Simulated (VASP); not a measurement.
# SiC (P6_3mc) in VASP: further runs

SiC is run at these levels: PBE; tasks: single point.

All numbers are computed with VASP 6.6.1; they aren't measurements. Logs are shortened: lines on timing, memory, paths and dates and some standing lists are left out, and cuts for length are marked.

### Step 1. The cell of the first run

It takes space group P6_3mc (No. 186, hexagonal). The conventional cell has a = 3.029 Å, b = 3.029 Å, c = 4.971 Å, α = 90.00°, β = 90.00°, γ = 120.00°. Si (site symmetry 3m) has 4 C at 1.85 to 1.87 Å within 2.5 Å. C (site symmetry 3m) has 4 Si at 1.85 to 1.87 Å within 2.5 Å.

### Step 2. Single point, PBE (volume changed by -6%)

INCAR

```
  PREC = Accurate
  ENCUT = 520
  EDIFF = 1E-6
  ISMEAR = 0
  SIGMA = 0.01
  LREAL = F
  LASPH = T
  NELM = 100
  ALGO = Normal
  ISIF = 2
  LWAVE = F
  LCHARG = F
  GGA = PE
  NBANDS = 16
```

KPOINTS

```
Automatic mesh
0
Gamma
  9 9 4
```

POSCAR

```
SiC
1.0
    3.0288180612      0.0000000000      0.0000000000
   -1.5144090306      2.6230333845      0.0000000000
    0.0000000000      0.0000000000      4.9707062402
Si C
2 2
Direct
    0.3333333333      0.6666666667      0.4995817070
    0.6666666667      0.3333333333      0.9995817070
    0.3333333333      0.6666666667      0.8754182930
    0.6666666667      0.3333333333      0.3754182930
```

Potentials or basis: VASP PAW PBE potentials, release 64 (Si, C).

Started as:

```bash
$ cat potpaw_PBE.64/Si/POTCAR potpaw_PBE.64/C/POTCAR > POTCAR
$ mpirun -np 1 vasp_std > vasp.out
```

OUTCAR:

```text
PREC = Accurate
   ENCUT = 520
   EDIFF = 1E-6
   ISMEAR = 0
   LREAL = F
   LASPH = T
   NELM = 100
   ISIF = 2
   GGA = PE

 ion  position               nearest neighbor table
   1  0.333  0.667  0.500-   4 1.85   4 1.85   4 1.85   3 1.87   2 3.04   2 3.04   2 3.04   2 3.04
                             2 3.04   2 3.04
   2  0.667  0.333  1.000-   3 1.85   3 1.85   3 1.85   4 1.87   1 3.04   1 3.04   1 3.04   1 3.04
                             1 3.04   1 3.04
   3  0.333  0.667  0.875-   2 1.85   2 1.85   2 1.85   1 1.87
   4  0.667  0.333  0.375-   1 1.85   1 1.85   1 1.85   2 1.87

  LATTYP: Found a hexagonal cell.
 ALAT       =     3.0288180612
 C/A-ratio  =     1.6411372819

  Lattice vectors:

 A1 = (   3.0288180612,   0.0000000000,   0.0000000000)
 A2 = (  -1.5144090306,   2.6230333845,   0.0000000000)
 A3 = (   0.0000000000,   0.0000000000,   4.9707062402)

Analysis of symmetry for initial positions (statically):
=====================================================================
 Subroutine PRICEL returns:
 Original cell was already a primitive cell.

 Routine SETGRP: Setting up the symmetry group for a
 hexagonal supercell.

 Subroutine GETGRP returns: Found 12 space group operations
 (whereof  6 operations were pure point group operations)
 out of a pool of 24 trial point group operations.

The static configuration has the point symmetry C_3v.
 The point group associated with its full space group is C_6v.

Analysis of symmetry for dynamics (positions and initial velocities):
=====================================================================
 Subroutine PRICEL returns:
 Original cell was already a primitive cell.

 Routine SETGRP: Setting up the symmetry group for a
 hexagonal supercell.

 Subroutine GETGRP returns: Found 12 space group operations
 (whereof  6 operations were pure point group operations)
 out of a pool of 24 trial point group operations.

The dynamic configuration has the point symmetry C_3v.
 The point group associated with its full space group is C_6v.

 Subroutine INISYM returns: Found 12 space group operations
 (whereof  6 operations are pure point group operations),
 and found     1 'primitive' translations

----------------------------------------------------------------------------------------

                                     Primitive cell

[... 95 lines left out ...]
   LREAL  =      F    real-space projection
   EDIFFG = 0.1E-04   stopping-criterion for IOM
   NSW    =      0    number of steps for IOM
   IBRION =     -1    ionic relax: 0-MD 1-quasi-New 2-CG
   NFREE  =      0    steps in history (QN), initial steepest desc. (CG)
   ISIF   =      2    stress and relaxation
   ISYM   =      2    0-nonsym 1-usesym 2-fastsym
   POTIM  = 0.5000    time-step for ionic-motion
   TEBEG  =    0.0;   TEEND  =   0.0 temperature during run
   PSTRESS=    0.0 pullay stress
   NELECT =      16.0000    total number of electrons
   NUPDOWN=      -1.0000    fix difference up-down
   EMIN   =  10.00;   EMAX   =-10.00  energy-range for DOS
   EFERMI =   0.00;   METHOD = LEGACY
   ISMEAR =     0;   SIGMA  =   0.01  broadening in eV -4-tet -1-fermi 0-gaus
   EFERMI_NEDOS =   21; number of points for ismear=-14 and -15
   IALGO  =     38    algorithm
   IMIX   =      4    mixing-type and parameters
     AMIX     =   0.40;   BMIX     =  1.00
     AMIX_MAG =   1.60;   BMIX_MAG =  1.00
  volume/ion in A,a.u.               =       9.87        66.62
  Fermi-wavevector in a.u.,A,eV,Ry     =   1.211388  2.289191 19.966004  1.467460
  Thomas-Fermi vector in A             =   2.346905
   LORBIT       =      0    0 simple, 1 ext, 2 COOP (PROOUT), +10 PAW based schemes
   GGA     = PE    functional components
   LHFCALC =     F    Hartree Fock is set to
   AEXX    =    0.0000 exact exchange contribution
   IVDW    =     0    specifies the selected vdW correction
   LEPSILON=     F    determine dielectric tensor
   LRPA    =     F    only Hartree local field effects (RPA)
 non-spin polarized calculation
 Gauss-broadening in eV      SIGMA  =   0.01
  energy-cutoff  :      520.00
  volume of cell :       39.49
 maximum number of plane-waves:      1099
 NGX is ok and might be reduce to    24
   NGX = 11   NGY = 11   NGZ = 19

 number of electron      15.9999999 magnetization

 Free energy of the ion-electron system (eV)
  ---------------------------------------------------
  ext. energy  EPLUGINS =         0.00000000
  ---------------------------------------------------
  free energy    TOTEN  =       -29.99916567 eV

  energy without entropy =      -29.99916567  energy(sigma->0) =      -29.99916567

 E-fermi :   8.8570     XC(G=0): -11.5538

 val. band max:        8.7942967512   @ k =   0.0000   0.0000   0.0000
 cond. band min:      10.9848523854   @ k =   0.3333   0.3333   0.0000
 fundamental gap:      2.1905556342
 Fermi energy:         8.8569571693

 k-point     1 :       0.0000    0.0000    0.0000
  band No.  band energies     occupation
      1      -7.1501      2.00000
      2      -3.4074      2.00000
      3      -0.1736      2.00000
      4       7.4564      2.00000
      5       7.4564      2.00000
      6       8.6815      2.00000
[... 433 lines left out ...]
      3       1.5516      2.00000
      4       1.5516      2.00000
      5       2.0773      2.00000
      6       4.1024      2.00000
[... 8 lines left out ...]
     15      21.0773      0.00000
     16      21.9428      0.00000

 [... further k-points ...]

------------------------ aborting loop because EDIFF is reached ----------------------------------------

  FORCE on cell =-STRESS in cart. coord.  units (eV):
  Direction    XX          YY          ZZ          XY          YZ          ZX
  --------------------------------------------------------------------------------------
  -------------------------------------------------------------------------------------
  Total        3.6857859      3.6857859      3.5911699      0.0000000      0.0000000      0.0000000
  in kB      149.5359417    149.5359417    145.6972748      0.0000000      0.0000000      0.0000000
  external PRESSURE =     148.2563861 kB  Pullay stress =       0.0000000 kB

 VOLUME and BASIS-vectors are now :
 -----------------------------------------------------------------------------
  energy-cutoff  :      520.00
  volume of cell :       39.49
      direct lattice vectors                 reciprocal lattice vectors
     3.028818061  0.000000000  0.000000000     0.330161792  0.190619000  0.000000000
    -1.514409031  2.623033384  0.000000000     0.000000000  0.381237999  0.000000000
     0.000000000  0.000000000  4.970706240     0.000000000  0.000000000  0.201178656

 POSITION                                       TOTAL-FORCE (eV/Angst)
 -----------------------------------------------------------------------------------
     -0.00000      1.74869      2.48327        -0.000000     -0.000000      0.009724
      1.51441      0.87434      4.96863        -0.000000      0.000000      0.009724
     -0.00000      1.74869      4.35145        -0.000000     -0.000000     -0.009724
      1.51441      0.87434      1.86609         0.000000      0.000000     -0.009724
 -----------------------------------------------------------------------------------
    total drift:                                0.000000      0.000000     -0.000055

  FREE ENERGIE OF THE ION-ELECTRON SYSTEM (eV)
  ---------------------------------------------------
  free  energy   TOTEN  =       -29.9991656717 eV

  energy  without entropy=      -29.9991656717  energy(sigma->0) =      -29.99916567
```

Wall time 10 s (1 thread of AMD EPYC 9R45 (Zen 5), shared host); peak memory 0.12 GiB.

What came out:

```
Free energy            : -29.9992 eV
Pressure               : 14.8 GPa
Largest force          : 0.010 eV/Å
Band gap on the k mesh : 2.19 eV, indirect (least direct gap 4.10 eV)
```

Forces on the atoms (eV/Å):
```
Si   0.000  0.000  0.010
Si   0.000  0.000  0.010
C    0.000  0.000 -0.010
C    0.000  0.000 -0.010
```

Caveat: the cell differs from its parent crystal (volume changed by -6%). A k mesh can miss the band edges.

### Step 3. Single point, PBE (volume changed by -3%)

INCAR

```
SYSTEM = SiC
PREC     = Accurate       ! precision mode
ENCUT    = 520            ! plane-wave cutoff, eV
EDIFF    = 1E-6           ! SCF threshold, eV
ISMEAR   = 0              ! smearing method
SIGMA    = 0.01           ! smearing width, eV
LREAL    = .FALSE.        ! projectors in reciprocal space
LASPH    = .TRUE.         ! aspherical terms in the spheres
NELM     = 60             ! most SCF steps
ALGO     = Normal         ! electronic algorithm
ISIF     = 2              ! what is computed and relaxed
LWAVE    = .FALSE.        ! write WAVECAR
LCHARG   = .FALSE.        ! write CHGCAR
GGA      = PE             ! functional
NBANDS   = 16             ! bands
```

KPOINTS

```
Automatic mesh
0
G
  9 9 4
  0 0 0
```

POSCAR

```
SiC
1.0
    3.0607026997      0.0000000000      0.0000000000
   -1.5303513499      2.6506462914      0.0000000000
    0.0000000000      0.0000000000      5.0230333091
Si C
2 2
Direct
    0.3333333333      0.6666666667      0.4995817070
    0.6666666667      0.3333333333      0.9995817070
    0.3333333333      0.6666666667      0.8754182930
    0.6666666667      0.3333333333      0.3754182930
```

Potentials or basis: VASP PAW PBE potentials, release 64 (Si, C).

Started as:

```bash
$ cat potpaw_PBE.64/Si/POTCAR potpaw_PBE.64/C/POTCAR > POTCAR
$ mpirun -np 1 vasp_std > vasp.out
```

Run time: 11 s. Hardware: 1 thread of AMD EPYC 9R45 (Zen 5), shared host; peak memory 0.12 GiB.

The run converged. Its results:

```yaml
Free_energy: -30.0840 eV
Pressure: 6.8 GPa
Largest_force: 0.004 eV/Å
Band_gap_on_the_k_mesh: 2.25 eV, indirect (least direct gap 4.04 eV)
```

Forces on the atoms (eV/Å):
```
Si   0.000  0.000  0.004
Si   0.000  0.000  0.004
C    0.000  0.000 -0.004
C    0.000  0.000 -0.004
```

Stress tensor (GPa, compression positive):
```
6.90 0.00 0.00
0.00 6.90 0.00
0.00 0.00 6.72
```

Levels at points of the mesh, in eV from the valence-band top:
```tsv
k point	band 4	band 5	band 6	band 7	band 8	band 9	band 10	band 11	band 12	band 13
(0.00, 0.00, 0.00)	-1.32	-1.32	-0.11	0.00	0.00	4.93	6.37	6.76	6.76	7.87
(0.00, 0.00, 0.50)	-4.47	-0.72	-0.72	-0.72	-0.72	6.02	6.02	7.43	7.43	7.43
```

Caveat: the cell differs from its parent crystal (volume changed by -3%).

### Step 4. Single point, PBE

This run uses another cell than the first one, of 10.50 Å³/atom, 1.064 times its volume.

INCAR

```
  ALGO = Normal
  EDIFF = 1E-6
  ENCUT = 520
  GGA = PE
  ISIF = 2
  ISMEAR = 0
  LASPH = True
  LCHARG = True
  LELF = True
  LREAL = False
  LVHAR = True
  LWAVE = False
  NBANDS = 16
  NELM = 100
  PREC = Accurate
  SIGMA = 0.01
```

KPOINTS

```
k-points
0
Gamma
  9 9 4
```

POSCAR

```
SiC
1.0
    3.0919365171      0.0000000000      0.0000000000
   -1.5459682586      2.6776955707      0.0000000000
    0.0000000000      0.0000000000      5.0742922914
Si C
2 2
Direct
    0.3333333333      0.6666666667      0.4995817070
    0.6666666667      0.3333333333      0.9995817070
    0.3333333333      0.6666666667      0.8754182930
    0.6666666667      0.3333333333      0.3754182930
```

Started as:

```bash
$ cat potpaw_PBE.64/Si/POTCAR potpaw_PBE.64/C/POTCAR > POTCAR
$ mpirun -np 1 vasp_std > vasp.out
```

Run time: 12 s. Hardware: 1 thread of AMD EPYC 9R45 (Zen 5), shared host; peak memory 0.13 GiB.

It converged, with:

```
Free energy            : -30.1104 eV
Pressure               : 0.0 GPa
Band gap on the k mesh : 2.30 eV, indirect (least direct gap 3.98 eV)
```

Levels at points of the mesh, in eV from the valence-band top:
```csv
k point,band 4,band 5,band 6,band 7,band 8,band 9,band 10,band 11,band 12,band 13
"(0.00, 0.00, 0.00)",-1.31,-1.31,-0.11,0.00,0.00,4.67,6.04,6.57,6.57,7.62
"(0.00, 0.00, 0.50)",-4.41,-0.71,-0.71,-0.71,-0.71,5.76,5.76,7.27,7.27,7.27
```

A k mesh can miss the band edges.

### Step 5. Single point, PBE (volume changed by +3%)

INCAR

```
SYSTEM = SiC
  PREC = Accurate
  ENCUT = 520
  EDIFF = 1E-6
  ISMEAR = 0
  SIGMA = 0.01
  LREAL = .FALSE.
  LASPH = .TRUE.
  NELM = 60
  ALGO = Normal
  ISIF = 2
  LWAVE = .FALSE.
  LCHARG = .FALSE.
  GGA = PE
  NBANDS = 16
```

KPOINTS

```
Automatic mesh
0
G
  9 9 4
  0 0 0
```

POSCAR

```
SiC
1.0
    3.1225517410      0.0000000000      0.0000000000
   -1.5612758705      2.7042091324      0.0000000000
    0.0000000000      0.0000000000      5.1245360767
Si C
2 2
Direct
    0.3333333333      0.6666666667      0.4995817070
    0.6666666667      0.3333333333      0.9995817070
    0.3333333333      0.6666666667      0.8754182930
    0.6666666667      0.3333333333      0.3754182930
```

Started as:

```bash
$ cat potpaw_PBE.64/Si/POTCAR potpaw_PBE.64/C/POTCAR > POTCAR
$ mpirun -np 1 vasp_std > vasp.out
```

It took 12 s on 1 thread of AMD EPYC 9R45 (Zen 5), shared host; peak memory 0.12 GiB.

The run converged. Its results:

| Item | Value |
| --- | --- |
| Free energy | -30.0865 eV |
| Pressure | -6.0 GPa |
| Largest force | 0.006 eV/Å |
| Band gap on the k mesh | 2.35 eV, indirect (least direct gap 3.92 eV) |

Forces on the atoms (eV/Å):
```
Si   0.000  0.000 -0.006
Si   0.000  0.000 -0.006
C    0.000  0.000  0.006
C    0.000  0.000  0.006
```

Stress tensor (GPa, compression positive):
```
-6.03  0.00  0.00
 0.00 -6.03  0.00
 0.00  0.00 -5.90
```

Levels at points of the mesh, in eV from the valence-band top:
| k point | band 6 | band 7 | band 8 | band 9 | band 10 | band 11 |
| --- | --- | --- | --- | --- | --- | --- |
| (0.00, 0.00, 0.00) | -0.11 | 0.00 | 0.00 | 4.43 | 5.73 | 6.40 |
| (0.00, 0.00, 0.50) | -0.70 | -0.70 | -0.70 | 5.51 | 5.51 | 7.11 |

Caveat: the cell differs from its parent crystal (volume changed by +3%). A k mesh can miss the band edges.

### Step 6. Single point, PBE (volume changed by +6%)

INCAR

```
ALGO = Normal
EDIFF = 1E-6
ENCUT = 520
GGA = PE
ISIF = 2
ISMEAR = 0
LASPH = T
LCHARG = F
LREAL = F
LWAVE = F
NBANDS = 16
NELM = 80
PREC = Accurate
SIGMA = 0.01
```

KPOINTS

```
k-points
0
Gamma
  9 9 4
```

POSCAR

```
SiC
1.0
    3.1525781190      0.0000000000      0.0000000000
   -1.5762890595      2.7302127385      0.0000000000
    0.0000000000      0.0000000000      5.1738134850
Si C
2 2
Direct
    0.3333333333      0.6666666667      0.4995817070
    0.6666666667      0.3333333333      0.9995817070
    0.3333333333      0.6666666667      0.8754182930
    0.6666666667      0.3333333333      0.3754182930
```

Potentials or basis: VASP PAW PBE potentials, release 64 (Si, C).

Started as:

```bash
$ cat potpaw_PBE.64/Si/POTCAR potpaw_PBE.64/C/POTCAR > POTCAR
$ mpirun -np 1 vasp_std > vasp.out
```

Run time: 12 s. Hardware: 1 thread of AMD EPYC 9R45 (Zen 5), shared host; peak memory 0.13 GiB.

Results (log left out):

```
Free energy            : -30.0191 eV
Pressure               : -11.1 GPa
Largest force          : 0.011 eV/Å
Band gap on the k mesh : 2.40 eV, indirect (least direct gap 3.86 eV)
```

Forces in eV/Å, atoms in the order of the input:
```
Si   0.000  0.000 -0.011
Si   0.000  0.000 -0.011
C    0.000  0.000  0.011
C    0.000  0.000  0.011
```

Stress tensor (GPa, compression positive):
```
-11.19   0.00   0.00
  0.00 -11.19   0.00
  0.00   0.00 -10.94
```

Levels at points of the mesh, in eV from the valence-band top:
```tsv
k point	band 4	band 5	band 6	band 7	band 8	band 9	band 10	band 11	band 12	band 13
(0.00, 0.00, 0.00)	-1.28	-1.28	-0.11	0.00	0.00	4.20	5.42	6.24	6.24	7.15
(0.00, 0.00, 0.50)	-4.30	-0.69	-0.69	-0.69	-0.69	5.27	5.27	6.96	6.96	6.96
```

Caveat: the cell differs from its parent crystal (volume changed by +6%). A k mesh can miss the band edges.

### Step 7. The runs side by side

| cell | gap on the mesh (eV) | pressure (GPa) | largest force (eV/Å) |
| --- | --- | --- | --- |
| a = 3.029, b = 3.029, c = 4.971 Å, angles 90.0, 90.0, 120.0°, 4 atoms | 2.19 | 14.8 | 0.01 |
| a = 3.061, b = 3.061, c = 5.023 Å, angles 90.0, 90.0, 120.0°, 4 atoms | 2.25 | 6.8 | - |
| a = 3.092, b = 3.092, c = 5.074 Å, angles 90.0, 90.0, 120.0°, 4 atoms | 2.30 | 0.0 | - |
| a = 3.123, b = 3.123, c = 5.125 Å, angles 90.0, 90.0, 120.0°, 4 atoms | 2.35 | -6.0 | 0.01 |
| a = 3.153, b = 3.153, c = 5.174 Å, angles 90.0, 90.0, 120.0°, 4 atoms | 2.40 | -11.1 | 0.01 |

Alike in all rows: task single point; level PBE; potentials or basis VASP PAW PBE potentials, release 64 (Si, C); no spin polarisation; k mesh 9 × 9 × 4; cutoff (eV) 520; smearing gaussian 0.01 eV.

Total energies depend on the potentials used, so only differences within one code and one set of settings carry meaning.
